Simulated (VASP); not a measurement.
# CdS (P6_3mc) in VASP: a series of runs

The runs below take CdS through electric field gradients, with PBE.

Program: VASP 6.6.1. These are calculated values, not measurements. Logs are shortened: lines on timing, memory, paths and dates and some standing lists are left out, and cuts for length are marked.

### 1 The cell of the first run

Symmetry: P6_3mc, No. 186, hexagonal system. Conventional cell: a = 4.011 Å, b = 4.011 Å, c = 6.749 Å, α = 90.00°, β = 90.00°, γ = 120.00°. Cd (site symmetry 3m) has 4 S at 2.44 to 2.60 Å within 3.2 Å. S (site symmetry 3m) has 4 Cd at 2.44 to 2.60 Å within 3.2 Å.

### 2 Electric field gradients, PBE (equal xx and yy strain of -3 %)

INCAR

```
SYSTEM = CdS
  PREC = Accurate
  ENCUT = 520
  EDIFF = 1E-8
  ISMEAR = -1
  SIGMA = 0.01
  LREAL = .FALSE.
  LASPH = .TRUE.
  NELM = 100
  ALGO = Normal
  ISIF = 2
  LWAVE = .FALSE.
  LCHARG = .FALSE.
  GGA = PE
  LEFG = .TRUE.
  NBANDS = 26
```

KPOINTS

```
regular mesh
0
G
  7 7 4
  0 0 0
```

POSCAR

```
CdS
1.0
    4.0107552273      0.0000000000      0.0000000000
   -2.0053776136      3.4734159152      0.0000000000
    0.0000000000      0.0000000000      6.7490000000
Cd S
2 2
Direct
    0.3333333333      0.6666666667      0.0000000000
    0.6666666667      0.3333333333      0.5000000000
    0.3333333333      0.6666666667      0.3850000000
    0.6666666667      0.3333333333      0.8850000000
```

Potentials or basis: VASP PAW PBE potentials, release 64 (Cd, S).

Run with:

```console
> cat potpaw_PBE.64/Cd/POTCAR potpaw_PBE.64/S/POTCAR > POTCAR
> mpirun -np 1 vasp_std > vasp.out
```

OUTCAR:

```text
SYSTEM = CdS
   PREC = Accurate
   ENCUT = 520
   EDIFF = 1E-8
   ISMEAR = -1
   LREAL = .FALSE.
   LASPH = .TRUE.
   NELM = 100
   ISIF = 2
   GGA = PE

 ion  position               nearest neighbor table
   1  0.333  0.667  0.000-   4 2.44   4 2.44   4 2.44   3 2.60
   2  0.667  0.333  0.500-   3 2.44   3 2.44   3 2.44   4 2.60
   3  0.333  0.667  0.385-   2 2.44   2 2.44   2 2.44   1 2.60
   4  0.667  0.333  0.885-   1 2.44   1 2.44   1 2.44   2 2.60

  LATTYP: Found a hexagonal cell.
 ALAT       =     4.0107552273
 C/A-ratio  =     1.6827254763

  Lattice vectors:

 A1 = (   4.0107552273,   0.0000000000,   0.0000000000)
 A2 = (  -2.0053776136,   3.4734159152,   0.0000000000)
 A3 = (   0.0000000000,   0.0000000000,   6.7490000000)

Analysis of symmetry for initial positions (statically):
=====================================================================
 Subroutine PRICEL returns:
 Original cell was already a primitive cell.

 Routine SETGRP: Setting up the symmetry group for a
 hexagonal supercell.

 Subroutine GETGRP returns: Found 12 space group operations
 (whereof  6 operations were pure point group operations)
 out of a pool of 24 trial point group operations.

The static configuration has the point symmetry C_3v.
 The point group associated with its full space group is C_6v.

Analysis of symmetry for dynamics (positions and initial velocities):
=====================================================================
 Subroutine PRICEL returns:
 Original cell was already a primitive cell.

 Routine SETGRP: Setting up the symmetry group for a
 hexagonal supercell.

 Subroutine GETGRP returns: Found 12 space group operations
 (whereof  6 operations were pure point group operations)
 out of a pool of 24 trial point group operations.

The dynamic configuration has the point symmetry C_3v.
 The point group associated with its full space group is C_6v.

 Subroutine INISYM returns: Found 12 space group operations
 (whereof  6 operations are pure point group operations),
 and found     1 'primitive' translations

----------------------------------------------------------------------------------------

                                     Primitive cell
[... 138 lines left out ...]
  free energy    TOTEN  =       -11.99326721 eV

  energy without entropy =      -11.99326721  energy(sigma->0) =      -11.99326721

 E-fermi :   2.0748     XC(G=0):  -9.3963

 val. band max:        1.8335532339   @ k =   0.0000   0.0000   0.0000
 cond. band min:       3.1550926276   @ k =   0.0000   0.0000   0.0000
 fundamental gap:      1.3215393938
 Fermi energy:         2.0747752265

 k-point     1 :       0.0000    0.0000    0.0000
  band No.  band energies     occupation
      1     -10.9503      2.00000
      2     -10.5148      2.00000
      3      -6.1875      2.00000
      4      -6.1875      2.00000
      5      -6.1164      2.00000
      6      -6.1164      2.00000
[... 685 lines left out ...]
     25      10.6237      0.00000
     26      10.6237      0.00000

------------------------ aborting loop because EDIFF is reached ----------------------------------------

  FORCE on cell =-STRESS in cart. coord.  units (eV):
  Direction    XX          YY          ZZ          XY          YZ          ZX
  --------------------------------------------------------------------------------------
  -------------------------------------------------------------------------------------
  Total        5.9699222      5.9699222      1.9170477      0.0000000     -0.0000000      0.0000000
  in kB      101.7318355    101.7318355     32.6678933      0.0000000     -0.0000000      0.0000000
  external PRESSURE =      78.7105214 kB  Pullay stress =       0.0000000 kB

 VOLUME and BASIS-vectors are now :
 -----------------------------------------------------------------------------
  energy-cutoff  :      520.00
  volume of cell :       94.02
      direct lattice vectors                 reciprocal lattice vectors
     4.010755227  0.000000000  0.000000000     0.249329601  0.143950512  0.000000000
    -2.005377614  3.473415915  0.000000000     0.000000000  0.287901024  0.000000000
     0.000000000  0.000000000  6.749000000     0.000000000  0.000000000  0.148170099

 POSITION                                       TOTAL-FORCE (eV/Angst)
 -----------------------------------------------------------------------------------
     -0.00000      2.31561      0.00000         0.000000     -0.000000      0.590783
      2.00538      1.15781      3.37450        -0.000000      0.000000      0.590783
     -0.00000      2.31561      2.59836         0.000000     -0.000000     -0.590783
      2.00538      1.15781      5.97286        -0.000000      0.000000     -0.590783
 -----------------------------------------------------------------------------------
    total drift:                               -0.000000     -0.000000     -0.001030

  FREE ENERGIE OF THE ION-ELECTRON SYSTEM (eV)
  ---------------------------------------------------
  free  energy   TOTEN  =       -11.9932672142 eV

  energy  without entropy=      -11.9932672142  energy(sigma->0) =      -11.99326721

 Electric field gradients (V/A^2)
---------------------------------------------------------------------
 ion       V_xx      V_yy      V_zz      V_xy      V_xz      V_yz
---------------------------------------------------------------------
   1     -31.704   -31.704    63.408     0.000     0.000    -0.000
   2     -31.704   -31.704    63.408     0.000    -0.000     0.000
   3       0.534     0.535    -1.069     0.001     0.000    -0.000
   4       0.534     0.535    -1.069     0.001    -0.000     0.000
---------------------------------------------------------------------

 Electric field gradients after diagonalization (V/A^2)
 (convention: |V_zz| > |V_xx| > |V_yy|)
----------------------------------------------------------------------
 ion       V_xx      V_yy      V_zz     asymmetry (V_yy - V_xx)/ V_zz
----------------------------------------------------------------------
   1     -31.704   -31.704    63.408       0.000
   2     -31.704   -31.704    63.408       0.000
   3       0.535     0.534    -1.069       0.001
   4       0.535     0.534    -1.069       0.001
----------------------------------------------------------------------

           NMR quadrupolar parameters

 Cq : quadrupolar parameter    Cq=e*Q*V_zz/h
 eta: asymmetry parameters     (V_yy - V_xx)/ V_zz
 Q  : nuclear electric quadrupole moment in mb (millibarn)
----------------------------------------------------------------------
 ion       Cq(MHz)       eta       Q (mb)
----------------------------------------------------------------------
   1       0.153       0.000       1.000
   2       0.153       0.000       1.000
   3      -0.003       0.001       1.000
   4      -0.003       0.001       1.000
----------------------------------------------------------------------
```

OSZICAR:

```text
N       E                     dE             d eps       ncg     rms          rms(c)
DAV:   1     0.252814111031E+03    0.25281E+03   -0.17818E+04  1248   0.129E+03
DAV:   2     0.386531119960E+00   -0.25243E+03   -0.24334E+03  1372   0.324E+02
DAV:   3    -0.129489378803E+02   -0.13335E+02   -0.13260E+02  1512   0.757E+01
[... 10 lines left out ...]
DAV:  14    -0.119932670949E+02    0.15518E-06   -0.52711E-06  1486   0.142E-02    0.300E-03
DAV:  15    -0.119932672676E+02   -0.17266E-06   -0.82639E-07  1308   0.958E-03    0.218E-03
DAV:  16    -0.119932671704E+02    0.97191E-07   -0.34178E-07  1364   0.638E-03    0.464E-04
DAV:  17    -0.119932671868E+02   -0.16383E-07   -0.33330E-08  1244   0.140E-03    0.417E-04
DAV:  18    -0.119932672078E+02   -0.21040E-07   -0.14515E-09   708   0.246E-04    0.285E-04
DAV:  19    -0.119932672142E+02   -0.63756E-08   -0.88977E-10   648   0.253E-04
   1 F= -.11993267E+02 E0= -.11993267E+02  d E =-.171295E-12
```

It took 2.2 min on 1 thread of Intel Xeon 8259CL, shared host; peak memory 0.22 GiB.

What came out:

```yaml
Free_energy: -11.9933 eV
Pressure: 7.9 GPa
Largest_force: 0.591 eV/Å
Band_gap_on_the_k_mesh: 1.32 eV
Largest_electric_field_gradient_by_atom: Cd +63.4; S -1.1 V/Å²
```

Forces in eV/Å, atoms in the order of the input:
```
Cd   0.000  0.000  0.591
Cd   0.000  0.000  0.591
S    0.000  0.000 -0.591
S    0.000  0.000 -0.591
```

Stress tensor (GPa, compression positive):
```
10.17  0.00  0.00
 0.00 10.17  0.00
 0.00  0.00  3.27
```

Electric field gradients, principal values (V/Å²):
```
atom    least   middle  greatest (by size)
1 Cd  -31.704  -31.704              63.408
2 Cd  -31.704  -31.704              63.408
 3 S    0.534    0.535              -1.069
 4 S    0.534    0.535              -1.069
```

Caveat: the cell differs from its parent crystal (equal xx and yy strain of -3 %); the stress differs along the axes, from 3 to 10 GPa; without QUAD_EFG the Cq values of the log hold for a quadrupole moment of 1 mb, not for the nuclei.

### 3 Electric field gradients, PBE (equal xx and yy strain of +2 %)

INCAR

```
PREC = Accurate
ENCUT = 520
EDIFF = 1E-8
ISMEAR = -1
SIGMA = 0.01
LREAL = F
LASPH = T
NELM = 100
ALGO = Normal
ISIF = 2
LWAVE = F
LCHARG = F
GGA = PE
LEFG = T
NBANDS = 26
```

KPOINTS

```
regular mesh
0
Gamma
  7 7 4
```

POSCAR: that of step 2 with these lines changed.

```diff
@@ -2,4 +2,4 @@
 1.0
-    4.0107552273      0.0000000000      0.0000000000
-   -2.0053776136      3.4734159152      0.0000000000
+    4.2174951875      0.0000000000      0.0000000000
+   -2.1087475937      3.6524579727      0.0000000000
     0.0000000000      0.0000000000      6.7490000000
```

Potentials or basis: VASP PAW PBE potentials, release 64 (Cd, S).

Run with:

```console
> cat potpaw_PBE.64/Cd/POTCAR potpaw_PBE.64/S/POTCAR > POTCAR
> mpirun -np 1 vasp_std > vasp.out
```

OUTCAR:

```text
PREC = Accurate
   ENCUT = 520
   EDIFF = 1E-8
   ISMEAR = -1
   LREAL = F
   LASPH = T
   NELM = 100
   ISIF = 2
   GGA = PE

 ion  position               nearest neighbor table
   1  0.333  0.667  0.000-   4 2.56   4 2.56   4 2.56   3 2.60
   2  0.667  0.333  0.500-   3 2.56   3 2.56   3 2.56   4 2.60
   3  0.333  0.667  0.385-   2 2.56   2 2.56   2 2.56   1 2.60
   4  0.667  0.333  0.885-   1 2.56   1 2.56   1 2.56   2 2.60

  LATTYP: Found a hexagonal cell.
 ALAT       =     4.2174951875
 C/A-ratio  =     1.6002389333

  Lattice vectors:

 A1 = (   4.2174951875,   0.0000000000,   0.0000000000)
 A2 = (  -2.1087475937,   3.6524579727,   0.0000000000)
 A3 = (   0.0000000000,   0.0000000000,   6.7490000000)

Analysis of symmetry for initial positions (statically):
=====================================================================
 Subroutine PRICEL returns:
 Original cell was already a primitive cell.

 Routine SETGRP: Setting up the symmetry group for a
 hexagonal supercell.

 Subroutine GETGRP returns: Found 12 space group operations
 (whereof  6 operations were pure point group operations)
 out of a pool of 24 trial point group operations.

The static configuration has the point symmetry C_3v.
 The point group associated with its full space group is C_6v.

Analysis of symmetry for dynamics (positions and initial velocities):
=====================================================================
 Subroutine PRICEL returns:
 Original cell was already a primitive cell.
[... 861 lines left out ...]
     26       9.5355      0.00000

------------------------ aborting loop because EDIFF is reached ----------------------------------------

  FORCE on cell =-STRESS in cart. coord.  units (eV):
  Direction    XX          YY          ZZ          XY          YZ          ZX
  --------------------------------------------------------------------------------------
  -------------------------------------------------------------------------------------
  Total        0.2745693      0.2745693      0.1946992      0.0000000      0.0000000      0.0000000
  in kB        4.2313927      4.2313927      3.0005131      0.0000000      0.0000000      0.0000000
  external PRESSURE =       3.8210995 kB  Pullay stress =       0.0000000 kB

 VOLUME and BASIS-vectors are now :
 -----------------------------------------------------------------------------
  energy-cutoff  :      520.00
  volume of cell :      103.96
      direct lattice vectors                 reciprocal lattice vectors
     4.217495187  0.000000000  0.000000000     0.237107562  0.136894115  0.000000000
    -2.108747594  3.652457973  0.000000000     0.000000000  0.273788229  0.000000000
     0.000000000  0.000000000  6.749000000     0.000000000  0.000000000  0.148170099

 POSITION                                       TOTAL-FORCE (eV/Angst)
 -----------------------------------------------------------------------------------
     -0.00000      2.43497      0.00000         0.000000     -0.000000      0.123359
      2.10875      1.21749      3.37450        -0.000000      0.000000      0.123359
     -0.00000      2.43497      2.59836        -0.000000      0.000000     -0.123359
      2.10875      1.21749      5.97286         0.000000      0.000000     -0.123359
 -----------------------------------------------------------------------------------
    total drift:                               -0.000000     -0.000000     -0.000540

  FREE ENERGIE OF THE ION-ELECTRON SYSTEM (eV)
  ---------------------------------------------------
  free  energy   TOTEN  =       -12.2915958221 eV

  energy  without entropy=      -12.2915958221  energy(sigma->0) =      -12.29159582

 Electric field gradients (V/A^2)
---------------------------------------------------------------------
 ion       V_xx      V_yy      V_zz      V_xy      V_xz      V_yz
---------------------------------------------------------------------
   1      -9.508    -9.507    19.015     0.001     0.000    -0.000
   2      -9.508    -9.507    19.015     0.001    -0.000     0.000
   3       4.618     4.618    -9.236     0.000    -0.000     0.000
   4       4.618     4.618    -9.236     0.000     0.000    -0.000
---------------------------------------------------------------------

 Electric field gradients after diagonalization (V/A^2)
 (convention: |V_zz| > |V_xx| > |V_yy|)
----------------------------------------------------------------------
 ion       V_xx      V_yy      V_zz     asymmetry (V_yy - V_xx)/ V_zz
----------------------------------------------------------------------
   1      -9.509    -9.506    19.015       0.000
   2      -9.509    -9.506    19.015       0.000
   3       4.618     4.618    -9.236       0.000
   4       4.618     4.618    -9.236       0.000
----------------------------------------------------------------------

           NMR quadrupolar parameters

 Cq : quadrupolar parameter    Cq=e*Q*V_zz/h
 eta: asymmetry parameters     (V_yy - V_xx)/ V_zz
 Q  : nuclear electric quadrupole moment in mb (millibarn)
----------------------------------------------------------------------
 ion       Cq(MHz)       eta       Q (mb)
----------------------------------------------------------------------
   1       0.046       0.000       1.000
   2       0.046       0.000       1.000
   3      -0.022       0.000       1.000
   4      -0.022       0.000       1.000
----------------------------------------------------------------------
```

OSZICAR:

```text
N       E                     dE             d eps       ncg     rms          rms(c)
DAV:   1     0.247191261127E+03    0.24719E+03   -0.17274E+04  1248   0.126E+03
DAV:   2     0.526064388308E+00   -0.24667E+03   -0.23800E+03  1364   0.316E+02
DAV:   3    -0.132428875970E+02   -0.13769E+02   -0.13682E+02  1476   0.748E+01
DAV:   4    -0.133920777617E+02   -0.14919E+00   -0.14903E+00  1420   0.744E+00
[... 10 lines left out ...]
DAV:  15    -0.122915957998E+02    0.17427E-06   -0.26399E-07  1506   0.293E-03    0.330E-03
DAV:  16    -0.122915957570E+02    0.42822E-07   -0.41415E-08  1102   0.117E-03    0.116E-03
DAV:  17    -0.122915957893E+02   -0.32299E-07   -0.28177E-09   938   0.464E-04    0.471E-04
DAV:  18    -0.122915958241E+02   -0.34740E-07   -0.79045E-09   672   0.665E-04    0.182E-04
DAV:  19    -0.122915958221E+02    0.19859E-08   -0.15070E-09   648   0.263E-04
   1 F= -.12291596E+02 E0= -.12291596E+02  d E =-.188853E-12
```

Run time: 2 min. Hardware: 1 thread of Intel Xeon 8259CL, shared host; peak memory 0.24 GiB.

Results:

```yaml
Free_energy: -12.2916 eV
Pressure: 0.4 GPa
Largest_force: 0.123 eV/Å
Band_gap_on_the_k_mesh: 1.13 eV
Largest_electric_field_gradient_by_atom: Cd +19.0; S -9.2 V/Å²
```

Forces in eV/Å, atoms in the order of the input:
```
Cd   0.000  0.000  0.123
Cd   0.000  0.000  0.123
S    0.000  0.000 -0.123
S    0.000  0.000 -0.123
```

Electric field gradients, principal values (V/Å²):
```tsv
atom	least	middle	greatest (by size)
1 Cd	-9.506	-9.509	19.015
2 Cd	-9.506	-9.509	19.015
3 S	4.618	4.618	-9.236
4 S	4.618	4.618	-9.236
```

Caveat: the cell differs from its parent crystal (equal xx and yy strain of +2 %); without QUAD_EFG the Cq values of the log hold for a quadrupole moment of 1 mb, not for the nuclei.
